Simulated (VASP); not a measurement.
# Ta (Im-3m) in VASP: a series of runs

The runs below take Ta through single point, with LDA, BLYP.

Everything below comes from runs of VASP 6.6.1. Logs are shortened: lines on timing, memory, paths and dates and some standing lists are left out, and cuts for length are marked.

**1. The cell of the first run**

It takes space group Im-3m (No. 229, cubic). Conventional cell: a = 3.346 Å, b = 3.346 Å, c = 3.346 Å, α = 90.00°, β = 90.00°, γ = 90.00°. Ta (site symmetry m-3m) has 14 Ta at 2.90 to 3.35 Å within 3.8 Å.

**2. Single point, LDA**

File INCAR:

```
PREC     = Accurate       # precision mode
ENCUT    = 520            # plane-wave cutoff, eV
EDIFF    = 1E-6           # SCF threshold, eV
ISMEAR   = -1             # smearing method
SIGMA    = 0.05           # smearing width, eV
LREAL    = F              # projectors in reciprocal space
LASPH    = T              # aspherical terms in the spheres
NELM     = 100            # most SCF steps
ALGO     = Normal         # electronic algorithm
ISIF     = 2              # what is computed and relaxed
LWAVE    = F              # write WAVECAR
LCHARG   = T              # write CHGCAR
GGA      = CA             # functional
LELF     = T              # ELF
LVHAR    = T            
NBANDS   = 12             # bands
```

File KPOINTS:

```
regular mesh
0
Gamma
  11 11 11
```

File POSCAR:

```
Ta
1.0
   -1.6730098603      1.6730098603      1.6730098603
    1.6730098603     -1.6730098603      1.6730098603
    1.6730098603      1.6730098603     -1.6730098603
Ta
1
Direct
    0.0000000000      0.0000000000      0.0000000000
```

Potentials or basis: VASP PAW LDA potentials, release 64 (Ta_pv).

The run is started by

```sh
cat potpaw_LDA.64/Ta_pv/POTCAR > POTCAR
mpirun -np 1 vasp_std > vasp.out
```

OUTCAR:

```text
PREC = Accurate
   ENCUT = 520
   EDIFF = 1E-6
   ISMEAR = -1
   LREAL = F
   LASPH = T
   NELM = 100
   ISIF = 2
   GGA = CA

 ion  position               nearest neighbor table
   1  0.000  0.000  0.000-

  LATTYP: Found a body centered cubic cell.
 ALAT       =     3.3460197206

  Lattice vectors:

 A1 = (  -1.6730098603,   1.6730098603,   1.6730098603)
 A2 = (   1.6730098603,  -1.6730098603,   1.6730098603)
 A3 = (   1.6730098603,   1.6730098603,  -1.6730098603)

Analysis of symmetry for initial positions (statically):
=====================================================================
 Subroutine PRICEL returns:
 Original cell was already a primitive cell.

 Routine SETGRP: Setting up the symmetry group for a
 body centered cubic supercell.

 Subroutine GETGRP returns: Found 48 space group operations
 (whereof 48 operations were pure point group operations)
 out of a pool of 48 trial point group operations.

The static configuration has the point symmetry O_h .

Analysis of symmetry for dynamics (positions and initial velocities):
=====================================================================
 Subroutine PRICEL returns:
 Original cell was already a primitive cell.

 Routine SETGRP: Setting up the symmetry group for a
 body centered cubic supercell.

 Subroutine GETGRP returns: Found 48 space group operations
 (whereof 48 operations were pure point group operations)
 out of a pool of 48 trial point group operations.

The dynamic configuration has the point symmetry O_h .

 Subroutine INISYM returns: Found 48 space group operations
 (whereof 48 operations are pure point group operations),
 and found     1 'primitive' translations

----------------------------------------------------------------------------------------

                                     Primitive cell

  volume of cell :      18.7308

  direct lattice vectors                    reciprocal lattice vectors
    -1.673009860  1.673009860  1.673009860     0.000000000  0.298862554  0.298862554
     1.673009860 -1.673009860  1.673009860     0.298862554  0.000000000  0.298862554
     1.673009860  1.673009860 -1.673009860     0.298862554  0.298862554  0.000000000

  length of vectors
     2.897738080  2.897738080  2.897738080     0.422655477  0.422655477  0.422655477

  position of ions in fractional coordinates (direct lattice)
     0.000000000  0.000000000  0.000000000

  ion indices of the primitive-cell ions
   primitive index   ion index
                 1           1

[... 72 lines left out ...]
   LREAL  =      F    real-space projection
   EDIFFG = 0.1E-04   stopping-criterion for IOM
   NSW    =      0    number of steps for IOM
   IBRION =     -1    ionic relax: 0-MD 1-quasi-New 2-CG
   NFREE  =      0    steps in history (QN), initial steepest desc. (CG)
   ISIF   =      2    stress and relaxation
   ISYM   =      2    0-nonsym 1-usesym 2-fastsym
   POTIM  = 0.5000    time-step for ionic-motion
   TEBEG  =    0.0;   TEEND  =   0.0 temperature during run
   PSTRESS=    0.0 pullay stress
   NELECT =      11.0000    total number of electrons
   NUPDOWN=      -1.0000    fix difference up-down
   EMIN   =  10.00;   EMAX   =-10.00  energy-range for DOS
   EFERMI =   0.00;   METHOD = LEGACY
   ISMEAR =    -1;   SIGMA  =   0.05  broadening in eV -4-tet -1-fermi 0-gaus
   EFERMI_NEDOS =   21; number of points for ismear=-14 and -15
   IALGO  =     38    algorithm
   IMIX   =      4    mixing-type and parameters
     AMIX     =   0.40;   BMIX     =  1.00
     AMIX_MAG =   1.60;   BMIX_MAG =  1.00
  volume/ion in A,a.u.               =      18.73       126.40
  Fermi-wavevector in a.u.,A,eV,Ry     =   1.370947  2.590714 25.572079  1.879495
  Thomas-Fermi vector in A             =   2.496687
   LORBIT       =      0    0 simple, 1 ext, 2 COOP (PROOUT), +10 PAW based schemes
   GGA     = CA    functional components
   LHFCALC =     F    Hartree Fock is set to
   AEXX    =    0.0000 exact exchange contribution
   IVDW    =     0    specifies the selected vdW correction
   LEPSILON=     F    determine dielectric tensor
   LRPA    =     F    only Hartree local field effects (RPA)
 non-spin polarized calculation
  energy-cutoff  :      520.00
  volume of cell :       18.73
 maximum number of plane-waves:       531
 NGX is ok and might be reduce to    24
   NGX = 11   NGY = 11   NGZ = 11

 number of electron      10.9999999 magnetization

 Free energy of the ion-electron system (eV)
  ---------------------------------------------------
  ext. energy  EPLUGINS =         0.00000000
  ---------------------------------------------------
  free energy    TOTEN  =       -12.76428602 eV

  energy without entropy =      -12.75534388  energy(sigma->0) =      -12.75981495

 E-fermi :   5.0783     XC(G=0): -12.5980

 val. band max:        5.0076523077   @ k =  -0.4545   0.4545   0.1818
 cond. band min:       5.1134138555   @ k =   0.3636   0.1818   0.0909
 fundamental gap:      0.1057615477
 Fermi energy:         5.0783460224

 k-point     1 :       0.0000    0.0000    0.0000
  band No.  band energies     occupation
      1     -27.9707      2.00000
      2     -27.9707      2.00000
      3     -27.9707      2.00000
      4      -2.6133      2.00000
      5       5.7490      0.00000
      6       5.7490      0.00000
      7       5.7490      0.00000
      8       8.8668      0.00000
      9       8.8668      0.00000
     10      18.6344      0.00000
     11      19.9756      0.00000
     12      19.9756      0.00000
[... 331 lines left out ...]
 k-point    24 :       0.3636    0.1818    0.0909
  band No.  band energies     occupation
      1     -28.8371      2.00000
      2     -28.4491      2.00000
      3     -28.1419      2.00000
      4       2.3619      2.00000
      5       3.5691      2.00000
      6       5.1134      0.66302
      7       9.2416      0.00000
      8       9.7771      0.00000
      9      13.6657      0.00000
     10      14.7655      0.00000
     11      18.1551      0.00000
     12      18.6394      0.00000

 [... further k-points ...]
[... 5 lines left out ...]
  --------------------------------------------------------------------------------------
  -------------------------------------------------------------------------------------
  Total       -1.8046466     -1.8046466     -1.8046466      0.0000000      0.0000000     -0.0000000
  in kB     -154.3644360   -154.3644360   -154.3644360      0.0000000      0.0000000     -0.0000000
  external PRESSURE =    -154.3644360 kB  Pullay stress =       0.0000000 kB

 VOLUME and BASIS-vectors are now :
 -----------------------------------------------------------------------------
  energy-cutoff  :      520.00
  volume of cell :       18.73
      direct lattice vectors                 reciprocal lattice vectors
    -1.673009860  1.673009860  1.673009860     0.000000000  0.298862554  0.298862554
     1.673009860 -1.673009860  1.673009860     0.298862554  0.000000000  0.298862554
     1.673009860  1.673009860 -1.673009860     0.298862554  0.298862554  0.000000000

 POSITION                                       TOTAL-FORCE (eV/Angst)
 -----------------------------------------------------------------------------------
      0.00000      0.00000      0.00000        -0.000000     -0.000000      0.000000
 -----------------------------------------------------------------------------------
    total drift:                               -0.000000      0.000000      0.000000

  FREE ENERGIE OF THE ION-ELECTRON SYSTEM (eV)
  ---------------------------------------------------
  free  energy   TOTEN  =       -12.7642860225 eV

  energy  without entropy=      -12.7553438767  energy(sigma->0) =      -12.75981495
```

OSZICAR:

```text
N       E                     dE             d eps       ncg     rms          rms(c)
DAV:   1     0.600862930911E+02    0.60086E+02   -0.62314E+03  1344   0.876E+02
DAV:   2    -0.123338691474E+02   -0.72420E+02   -0.70663E+02  1504   0.245E+02
DAV:   3    -0.132896852513E+02   -0.95582E+00   -0.94927E+00  1584   0.268E+01
DAV:   4    -0.132921770381E+02   -0.24918E-02   -0.24916E-02  1484   0.149E+00
DAV:   5    -0.132921859115E+02   -0.88734E-05   -0.88723E-05  1616   0.844E-02    0.126E+01
DAV:   6    -0.128816392958E+02    0.41055E+00   -0.33860E-01  1564   0.588E+00    0.583E+00
DAV:   7    -0.127663202377E+02    0.11532E+00   -0.27305E-01  1532   0.479E+00    0.333E-01
DAV:   8    -0.127643680907E+02    0.19521E-02   -0.66624E-03  1440   0.755E-01    0.148E-01
DAV:   9    -0.127642868335E+02    0.81257E-04   -0.16413E-04  1544   0.126E-01    0.240E-02
DAV:  10    -0.127642860225E+02    0.81102E-06   -0.47904E-06  1480   0.221E-02
   1 F= -.12764286E+02 E0= -.12759815E+02  d E =-.894215E-02
```

stdout:

```text
POSCAR found type information on POSCAR Ta
 POSCAR found :  1 types and       1 ions
 scaLAPACK will be used
 LDA part: xc-table for (Slater(with rela. corr.)+CA(PZ))
 , standard interpolation
 POSCAR, INCAR and KPOINTS ok, starting setup
 FFT: planning ... GRIDC
 FFT: planning ... GRID_SOFT
 FFT: planning ... GRID
 WAVECAR not read
 entering main loop
```

It took 6.1 s on 1 thread of Intel Xeon Platinum 8488C (Sapphire Rapids), shared host; peak memory 0.13 GiB.

Results:

* Free energy: -12.7643 eV
* Pressure: -15.4 GPa

Caveat: spin-orbit coupling is left out, which moves the levels of the heavy elements.

**3. Single point, LDA**

This run uses another cell than the first one, of 19.09 Å³/atom, 1.019 times its volume.

File INCAR:

```
PREC = Accurate
ENCUT = 520
EDIFF = 1E-6
ISMEAR = -1
SIGMA = 0.05
LREAL = False
LASPH = True
NELM = 80
ALGO = Normal
ISIF = 2
LWAVE = False
LCHARG = False
GGA = CA
NBANDS = 12
```

KPOINTS is that of step 2.

File POSCAR:

```
Ta
1.0
   -1.6836662614      1.6836662614      1.6836662614
    1.6836662614     -1.6836662614      1.6836662614
    1.6836662614      1.6836662614     -1.6836662614
Ta
1
Direct
    0.0000000000      0.0000000000      0.0000000000
```

Potentials or basis: VASP PAW LDA potentials, release 64 (Ta_pv).

The run is started by

```sh
cat potpaw_LDA.64/Ta_pv/POTCAR > POTCAR
mpirun -np 1 vasp_std > vasp.out
```

Run time: 6.3 s. Hardware: 1 thread of Intel Xeon Platinum 8488C (Sapphire Rapids), shared host; peak memory 0.13 GiB.

It converged, with:

| Item | Value |
| --- | --- |
| Free energy | -12.7264 eV |
| Pressure | -18.3 GPa |

Levels at points of the mesh, in eV from the Fermi level:
| k point | band 1 | band 2 | band 3 | band 4 | band 5 | band 6 | band 7 | band 8 | band 9 | band 10 |
| --- | --- | --- | --- | --- | --- | --- | --- | --- | --- | --- |
| (0.00, 0.00, 0.00) | -33.12 | -33.12 | -33.12 | -7.62 | 0.67 | 0.67 | 0.67 | 3.72 | 3.72 | 13.49 |

Caveat: spin-orbit coupling is left out, which moves the levels of the heavy elements.

**4. Single point, BLYP**

This run uses another cell than the first one, of 18.82 Å³/atom, 1.005 times its volume.

File INCAR:

```
SYSTEM = Ta
AGGAC    = 1.0          
AGGAX    = 1.0          
ALDAC    = 0.0          
ALDAX    = 1.0          
ALGO     = Normal         ! electronic algorithm
EDIFF    = 1E-6           ! SCF threshold, eV
ENCUT    = 520            ! plane-wave cutoff, eV
GGA      = B5             ! functional
ISIF     = 2              ! what is computed and relaxed
ISMEAR   = -1             ! smearing method
LASPH    = .TRUE.         ! aspherical terms in the spheres
LCHARG   = .FALSE.        ! write CHGCAR
LREAL    = .FALSE.        ! projectors in reciprocal space
LWAVE    = .FALSE.        ! write WAVECAR
NBANDS   = 12             ! bands
NELM     = 80             ! most SCF steps
PREC     = Accurate       ! precision mode
SIGMA    = 0.05           ! smearing width, eV
```

File KPOINTS:

```
k-points
0
G
  11 11 11
  0 0 0
```

File POSCAR:

```
Ta
1.0
   -1.6756448580      1.6756448580      1.6756448580
    1.6756448580     -1.6756448580      1.6756448580
    1.6756448580      1.6756448580     -1.6756448580
Ta
1
Direct
    0.0000000000      0.0000000000      0.0000000000
```

Potentials or basis: VASP PAW PBE potentials, release 64 (Ta_pv).

The run is started by

```sh
cat potpaw_PBE.64/Ta_pv/POTCAR > POTCAR
mpirun -np 1 vasp_std > vasp.out
```

Wall time 11 s (1 thread of Intel Xeon Platinum 8488C (Sapphire Rapids), shared host); peak memory 0.14 GiB.

It converged, with:

* Free energy: -10.3046 eV
* Pressure: 0.9 GPa

Levels at points of the mesh, in eV from the Fermi level:
```
           k point  band 3  band 4  band 5  band 6  band 7  band 8
(0.00, 0.00, 0.00)  -33.12   -7.60    0.61    0.61    0.61    3.75
```

Caveat: the PAW data sets were made with another functional, which shifts forces and pressure a little; spin-orbit coupling is left out, which moves the levels of the heavy elements.

**5. Overview**

```tsv
level	potentials or basis	cell	gap on the mesh (eV)	pressure (GPa)
LDA	VASP PAW LDA potentials, release 64 (Ta_pv)	a = 2.898 Å, angles 109.5°, 1 atom	none	-15.4
LDA	VASP PAW LDA potentials, release 64 (Ta_pv)	a = 2.916 Å, angles 109.5°, 1 atom	none	-18.3
BLYP	VASP PAW PBE potentials, release 64 (Ta_pv)	a = 2.902 Å, angles 109.5°, 1 atom	none	0.9
```

Alike in all rows: task single point; no spin polarisation; k mesh 11 × 11 × 11; cutoff (eV) 520; smearing fermi-dirac 0.05 eV.

Caveats: spin-orbit coupling is left out, which moves the levels of the heavy elements; the PAW data sets were made with another functional, which shifts forces and pressure a little (some runs).

Total energies depend on the potentials used, so only differences within one code and one set of settings carry meaning.
